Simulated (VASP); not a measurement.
# Cu20SiH3 in VASP: single point with PBE

Aim: the single point of Cu20SiH3 with PBE.

All numbers are computed with VASP 6.6.1; they aren't measurements. Logs are shortened: lines on timing, memory, paths and dates and some standing lists are left out, and cuts for length are marked.

**1. The cell of the first run**

The cell holds a slab with vacuum, 24 atoms: a = 7.220 Å, b = 5.105 Å, c = 19.105 Å, α = 90.00°, β = 90.00°, γ = 90.00°.

**2. Single point, PBE**

Contents of INCAR:

```
PREC = Accurate
ENCUT = 520
EDIFF = 1E-6
ISMEAR = -1
SIGMA = 0.1
LREAL = F
LASPH = T
NELM = 120
ALGO = Normal
ISIF = 2
LWAVE = F
LCHARG = F
GGA = PE
NBANDS = 132
GGA_COMPAT = F
NELMDL = -8
```

Contents of KPOINTS:

```
Automatic mesh
0
Gamma
  2 3 1
```

Contents of POSCAR:

```
Cu20SiH3
1.0
    7.2200000000      0.0000000000      0.0000000000
    0.0000000000      5.1053110000      0.0000000000
    0.0000000000      0.0000000000     19.1053110000
Cu Si H
20 1 3
Direct
    0.0000000000      0.0000000000      0.0523414667
    0.5000000000      0.0000000000      0.0523414667
    0.0000000000      0.5000087164      0.0523414667
    0.5000000000      0.5000087164      0.0523414667
    0.2500000000      0.2499945645      0.1191448807
    0.7500000000      0.2499945645      0.1191448807
    0.2500000000      0.7500032809      0.1191448807
    0.7500000000      0.7500032809      0.1191448807
   -0.0000692521     -0.0007051480      0.1892353388
    0.5000692521      0.0007443229      0.1865973289
   -0.0001385042      0.5005375774      0.1890155046
    0.5001939058      0.4992839809      0.1863356215
    0.2438088643      0.2501120892      0.2592420505
    0.7594736842      0.2493285913      0.2602156018
    0.2492243767      0.7500032809      0.2590431530
    0.7518559557      0.7506104917      0.2596869530
    0.0052216066     -0.0120071040      0.3289399476
    0.5004155125      0.0017628701      0.3159802005
    0.0037811634      0.5109580983      0.3257523523
    0.5009279778      0.4978149225      0.3153259321
    0.1425900277      0.7964255263      0.4040185475
    0.3482825485      0.8340921836      0.4193127241
    0.0770498615      0.9476014292      0.4676291320
    0.1232271468      0.5269806286      0.4373286569
```

Potentials or basis: VASP PAW PBE potentials, release 64 (Cu, Si, H).

The run is started by

```
$ cat potpaw_PBE.64/Cu/POTCAR potpaw_PBE.64/Si/POTCAR potpaw_PBE.64/H/POTCAR > POTCAR
$ mpirun -np 1 vasp_std > vasp.out
```

OUTCAR:

```text
PREC = Accurate
   ENCUT = 520
   EDIFF = 1E-6
   ISMEAR = -1
   LREAL = F
   LASPH = T
   NELM = 120
   ISIF = 2
   GGA = PE
   NELMDL = -8

 ion  position               nearest neighbor table
   1  0.000  0.000  0.052-   3 2.55   5 2.55   6 2.55   7 2.55   8 2.55   3 2.55   9 2.62
   2  0.500  0.000  0.052-   4 2.55   5 2.55   6 2.55   7 2.55   8 2.55   4 2.55  10 2.57
   3  0.000  0.500  0.052-   1 2.55   7 2.55   8 2.55   5 2.55   6 2.55   1 2.55  11 2.61
   4  0.500  0.500  0.052-   2 2.55   7 2.55   8 2.55   5 2.55   6 2.55   2 2.55  12 2.56
   5  0.250  0.250  0.119-   7 2.55   2 2.55   1 2.55   4 2.55   3 2.55   7 2.55  12 2.56  10 2.56
                            11 2.58   9 2.59  13 2.68
   6  0.750  0.250  0.119-   8 2.55   2 2.55   1 2.55   4 2.55   3 2.55   8 2.55  12 2.55  10 2.56
                            11 2.58   9 2.59  14 2.70
   7  0.250  0.750  0.119-   5 2.55   4 2.55   3 2.55   2 2.55   1 2.55   5 2.55  12 2.56  10 2.56
                            11 2.58   9 2.58  15 2.67
   8  0.750  0.750  0.119-   6 2.55   4 2.55   3 2.55   2 2.55   1 2.55   6 2.55  12 2.56  10 2.56
                            11 2.58   9 2.58  16 2.69
   9  1.000  0.999  0.189-  14 2.55  11 2.55  13 2.56  11 2.56  16 2.58  15 2.58   8 2.58   7 2.58
                             6 2.59   5 2.59   1 2.62  17 2.67
  10  0.500  0.001  0.187-  18 2.47  12 2.55   6 2.56   5 2.56  12 2.56   8 2.56   7 2.56   2 2.57
                            15 2.61  16 2.62  13 2.64  14 2.66
  11  1.000  0.501  0.189-   9 2.55  14 2.55  13 2.56   9 2.56  15 2.58   8 2.58  16 2.58   7 2.58
[... 13 lines left out ...]
  18  0.500  0.002  0.316-  16 2.47  10 2.47  15 2.47  13 2.49  14 2.50  20 2.53  20 2.57
  19  0.004  0.511  0.326-  21 2.32  17 2.44  15 2.50  13 2.53  16 2.53  14 2.54  11 2.61  17 2.67

  20  0.501  0.498  0.315-  12 2.46  16 2.47  15 2.47  13 2.49  14 2.49  18 2.53  18 2.57
  21  0.143  0.796  0.404-  23 1.52  24 1.52  22 1.53  17 2.00  19 2.32  15 2.88
  22  0.348  0.834  0.419-  21 1.53
  23  0.077  0.948  0.468-  21 1.52
  24  0.123  0.527  0.437-  21 1.52

  LATTYP: Found a simple orthorhombic cell.
 ALAT       =     5.1053110000
 B/A-ratio  =     1.4142135513
 C/A-ratio  =     3.7422423433

  Lattice vectors:

 A1 = (   0.0000000000,  -5.1053110000,   0.0000000000)
 A2 = (   7.2200000000,   0.0000000000,   0.0000000000)
 A3 = (   0.0000000000,   0.0000000000,  19.1053110000)

Analysis of symmetry for initial positions (statically):
=====================================================================
 Subroutine PRICEL returns:
 Original cell was already a primitive cell.

 Routine SETGRP: Setting up the symmetry group for a
 simple orthorhombic supercell.

 Subroutine GETGRP returns: Found  1 space group operations
 (whereof  1 operations were pure point group operations)
 out of a pool of  8 trial point group operations.

The static configuration has the point symmetry C_1 .

Analysis of symmetry for dynamics (positions and initial velocities):
=====================================================================
 Subroutine PRICEL returns:
 Original cell was already a primitive cell.

 Routine SETGRP: Setting up the symmetry group for a
 simple orthorhombic supercell.

 Subroutine GETGRP returns: Found  1 space group operations
 (whereof  1 operations were pure point group operations)
 out of a pool of  8 trial point group operations.

The dynamic configuration has the point symmetry C_1 .

 Subroutine INISYM returns: Found  1 space group operations
 (whereof  1 operations are pure point group operations),
 and found     1 'primitive' translations

----------------------------------------------------------------------------------------

                                     Primitive cell

  volume of cell :     704.2284

  direct lattice vectors                    reciprocal lattice vectors
     7.220000000  0.000000000  0.000000000     0.138504155  0.000000000  0.000000000
     0.000000000  5.105311000  0.000000000     0.000000000  0.195874453  0.000000000
     0.000000000  0.000000000 19.105311000     0.000000000  0.000000000  0.052341467

  length of vectors
     7.220000000  5.105311000 19.105311000     0.138504155  0.195874453  0.052341467

  position of ions in fractional coordinates (direct lattice)
     0.000000000  0.000000000  0.052341467
     0.500000000  0.000000000  0.052341467
     0.000000000  0.500008716  0.052341467
     0.500000000  0.500008716  0.052341467
     0.250000000  0.249994564  0.119144881
     0.750000000  0.249994564  0.119144881
[... 16 lines left out ...]
     0.077049862  0.947601429  0.467629132
     0.123227147  0.526980629  0.437328657

  ion indices of the primitive-cell ions
   primitive index   ion index
                 1           1
                 2           2
                 3           3
                 4           4
                 5           5
                 6           6
[... 16 lines left out ...]
                23          23
                24          24

----------------------------------------------------------------------------------------

 KPOINTS: Automatic mesh

Automatic generation of k-mesh.
 Grid dimensions read from file:
 generate k-points for:    2    3    1

 Generating k-lattice:

  Cartesian coordinates                     Fractional coordinates (reciprocal lattice)
     0.069252078  0.000000000  0.000000000     0.500000000  0.000000000  0.000000000
     0.000000000  0.065291484  0.000000000     0.000000000  0.333333333  0.000000000
     0.000000000  0.000000000  0.052341467     0.000000000  0.000000000  1.000000000

  Length of vectors
     0.069252078  0.065291484  0.052341467

  Shift w.r.t. Gamma in fractional coordinates (k-lattice)
     0.000000000  0.000000000  0.000000000

 Subroutine IBZKPT returns following result:
 ===========================================

 Found      4 irreducible k-points:

 Following reciprocal coordinates:
            Coordinates               Weight
  0.000000  0.000000  0.000000      1.000000
  0.500000  0.000000  0.000000      1.000000
  0.000000  0.333333  0.000000      2.000000
  0.500000  0.333333  0.000000      2.000000
   k-points           NKPTS =      4   k-points in BZ     NKDIM =      4   number of bands    NBANDS=    132
   number of dos      NEDOS =    301   number of ions     NIONS =     24
   total plane-waves  NPLWV = 311040
   dimension x,y,z NGX =    54 NGY =   40 NGZ =  144
   dimension x,y,z NGXF=   108 NGYF=   80 NGZF=  288
   ions per type =              20   1   3
   NGX,Y,Z   is equivalent  to a cutoff of  12.43, 13.03, 12.53 a.u.
   NGXF,Y,Z  is equivalent  to a cutoff of  24.87, 26.05, 25.06 a.u.
 SYSTEM =  unknown system
   PREC   = accura    normal or accurate (medium, high low for compatibility)
   ISTART =      0    job   : 0-new  1-cont  2-samecut
   ICHARG =      2    charge: 1-file 2-atom 10-const
   ISPIN  =      1    spin polarized calculation?
   LNONCOLLINEAR =      F non collinear calculations
   LSORBIT =      F    spin-orbit coupling
   LASPH  =      T    aspherical Exc in radial PAW
   ENCUT  =  520.0 eV  38.22 Ry    6.18 a.u.  13.42  9.49 35.52*2*pi/ulx,y,z
   NELM   =    120;   NELMIN=  2; NELMDL= -8     # of ELM steps
   EDIFF  = 0.1E-05   stopping-criterion for ELM
   LREAL  =      F    real-space projection
[... 7 lines left out ...]
   TEBEG  =    0.0;   TEEND  =   0.0 temperature during run
   PSTRESS=    0.0 pullay stress
   NELECT =     227.0000    total number of electrons
   NUPDOWN=      -1.0000    fix difference up-down
   EMIN   =  10.00;   EMAX   =-10.00  energy-range for DOS
   EFERMI =   0.00;   METHOD = LEGACY
   ISMEAR =    -1;   SIGMA  =   0.10  broadening in eV -4-tet -1-fermi 0-gaus
   EFERMI_NEDOS =   21; number of points for ismear=-14 and -15
   IALGO  =     38    algorithm
   IMIX   =      4    mixing-type and parameters
     AMIX     =   0.40;   BMIX     =  1.00
     AMIX_MAG =   1.60;   BMIX_MAG =  1.00
  volume/ion in A,a.u.               =      29.34       198.02
  Fermi-wavevector in a.u.,A,eV,Ry     =   1.122481  2.121181 17.142841  1.259963
  Thomas-Fermi vector in A             =   2.259141
   LORBIT       =      0    0 simple, 1 ext, 2 COOP (PROOUT), +10 PAW based schemes
   GGA     = PE    functional components
   LHFCALC =     F    Hartree Fock is set to
   AEXX    =    0.0000 exact exchange contribution
   IVDW    =     0    specifies the selected vdW correction
   LEPSILON=     F    determine dielectric tensor
   LRPA    =     F    only Hartree local field effects (RPA)
 non-spin polarized calculation
  energy-cutoff  :      520.00
  volume of cell :      704.23
 maximum number of plane-waves:     19039
 NGX is ok and might be reduce to    54
   NGX = 27   NGY = 19   NGZ = 71

 number of electron     226.9999974 magnetization

 Free energy of the ion-electron system (eV)
  ---------------------------------------------------
  ext. energy  EPLUGINS =         0.00000000
  ---------------------------------------------------
  free energy    TOTEN  =       -82.48654643 eV

  energy without entropy =      -82.25376238  energy(sigma->0) =      -82.37015441

 E-fermi :  -0.0841     XC(G=0):  -5.7456

 val. band max:       -0.1179288359   @ k =   0.0000   0.0000   0.0000
 cond. band min:      -0.0776670082   @ k =   0.0000   0.0000   0.0000
 fundamental gap:      0.0402618278
 Fermi energy:        -0.0840930347

 k-point     1 :       0.0000    0.0000    0.0000
  band No.  band energies     occupation
      1      -9.6698      2.00000
      2      -8.4752      2.00000
      3      -6.6676      2.00000
      4      -6.1269      2.00000
      5      -5.9039      2.00000
      6      -5.3841      2.00000
[... 501 lines left out ...]
    124       2.7609      0.00000
    125       3.2987      0.00000
 [bands above 125 left out]

------------------------ aborting loop because EDIFF is reached ----------------------------------------

  FORCE on cell =-STRESS in cart. coord.  units (eV):
  Direction    XX          YY          ZZ          XY          YZ          ZX
  --------------------------------------------------------------------------------------
  -------------------------------------------------------------------------------------
  Total       -3.4532680     -2.5379735      0.3891451     -1.7634907     -1.8949862      3.0530432
  in kB       -7.8564682     -5.7740980      0.8853370     -4.0120862     -4.3112492      6.9459238
  external PRESSURE =      -4.2484097 kB  Pullay stress =       0.0000000 kB

 VOLUME and BASIS-vectors are now :
 -----------------------------------------------------------------------------
  energy-cutoff  :      520.00
  volume of cell :      704.23
      direct lattice vectors                 reciprocal lattice vectors
     7.220000000  0.000000000  0.000000000     0.138504155  0.000000000  0.000000000
     0.000000000  5.105311000  0.000000000     0.000000000  0.195874453  0.000000000
     0.000000000  0.000000000 19.105311000     0.000000000  0.000000000  0.052341467

 POSITION                                       TOTAL-FORCE (eV/Angst)
 -----------------------------------------------------------------------------------
      0.00000      0.00000      1.00000        -0.027025      0.006772      0.410548
      3.61000      0.00000      1.00000         0.022732      0.022544      0.295633
      0.00000      2.55270      1.00000        -0.022750     -0.010853      0.410079
      3.61000      2.55270      1.00000         0.024295     -0.021145      0.268416
      1.80500      1.27630      2.27630        -0.043227     -0.029749     -0.239927
      5.41500      1.27630      2.27630        -0.012099      0.007839     -0.246873
[... 16 lines left out ...]
      0.55630      4.83780      8.93420        -0.276789      0.246777     -0.114667
      0.88970      2.69040      8.35530        -0.181777     -0.360063     -0.315403
 -----------------------------------------------------------------------------------
    total drift:                               -0.002608     -0.000393      0.004450

  FREE ENERGIE OF THE ION-ELECTRON SYSTEM (eV)
  ---------------------------------------------------
  free  energy   TOTEN  =       -82.4865464275 eV

  energy  without entropy=      -82.2537623828  energy(sigma->0) =      -82.37015441
```

It took 51 min on 1 thread of Intel Xeon 8259CL, shared host; peak memory 0.82 GiB.

Results:

| Item | Value |
| --- | --- |
| Free energy | -82.4865 eV |
| Largest force | 4.649 eV/Å |
| Band gap on the k mesh | zero (an odd number of electrons rules out a gap without spin polarisation) |

Forces in eV/Å, atoms in the order of the input:
```
Cu  -0.027  0.007  0.411
Cu   0.023  0.023  0.296
Cu  -0.023 -0.011  0.410
Cu   0.024 -0.021  0.268
Cu  -0.043 -0.030 -0.240
Cu  -0.012  0.008 -0.247
Cu  -0.079  0.044 -0.110
Cu   0.089 -0.017 -0.176
Cu  -0.011  0.006 -0.105
Cu   0.003 -0.004  0.107
Cu  -0.029 -0.021  0.037
Cu  -0.009  0.006  0.098
Cu  -0.003  0.031 -0.263
Cu   0.067  0.016 -0.117
Cu   0.016  0.007 -0.407
Cu  -0.007 -0.017 -0.279
Cu  -2.011  2.225 -3.068
Cu   0.001 -0.032  0.414
Cu  -0.302 -0.781 -0.264
Cu   0.090 -0.047  0.200
Si   2.487 -1.229  3.731
H    0.216 -0.050 -0.265
H   -0.277  0.247 -0.115
H   -0.182 -0.360 -0.315
```

Levels at points of the mesh, in eV from the Fermi level:
```csv
k point,band 109,band 110,band 111,band 112,band 113,band 114,band 115,band 116,band 117,band 118
"(0.00, 0.00, 0.00)",-1.35,-1.27,-0.65,-0.22,-0.03,0.01,0.28,0.44,0.58,0.63
"(0.50, 0.00, 0.00)",-0.90,-0.48,-0.15,-0.12,0.05,0.09,0.18,0.33,1.05,1.12
```

Caveat: the k points lie up to 0.44 Å⁻¹ apart, too coarse for converged energies and pressures of a metal.
